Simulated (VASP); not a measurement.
Wanted: the native input for a VASP 6.6.1 run.

* Task: single point
* Functional: PBE
* Potentials or basis: VASP PAW PBE potentials, release 64 (Pd)
* Cutoff: 520 eV
* k mesh: 12 × 12 × 12
* Occupations: fermi-dirac, width 0.1 eV
* Spin: no spin polarisation
* Dipole correction: no
* Further INCAR settings: ALGO = Normal; EDIFF = 1e-07; NBANDS = 11

The structure of Pd lies in POSCAR:

```
Pd
1.0
    0.0000000000      1.9790000000      1.9790000000
    1.9790000000      0.0000000000      1.9790000000
    1.9790000000      1.9790000000      0.0000000000
Pd
1
Direct
    0.0000000000      0.0000000000      0.0000000000
```

One way to write it, as run:

INCAR

```
SYSTEM = Pd
PREC = Accurate
ENCUT = 520
EDIFF = 1E-7
ISMEAR = -1
SIGMA = 0.1
LREAL = .False.
LASPH = .True.
NELM = 100
ALGO = Normal
ISIF = 2
LWAVE = .False.
LCHARG = .False.
GGA = PE
NBANDS = 11
```

KPOINTS

```
regular mesh
0
Gamma
  12 12 12
  0 0 0
```

Potentials or basis: VASP PAW PBE potentials, release 64 (Pd).

The run is started by

```bash
$ cat potpaw_PBE.64/Pd/POTCAR > POTCAR
$ mpirun -np 1 vasp_std > vasp.out
```

Results of the run:

```
Pressure               : -1.9 GPa
Band gap on the k mesh : zero (band 5 reaches 9.22 eV, above the bottom of band 6 at 7.77 eV)
```

Wall time 22 s on 1 thread of AMD EPYC 7R13, on a shared host, peak memory 0.12 GiB.
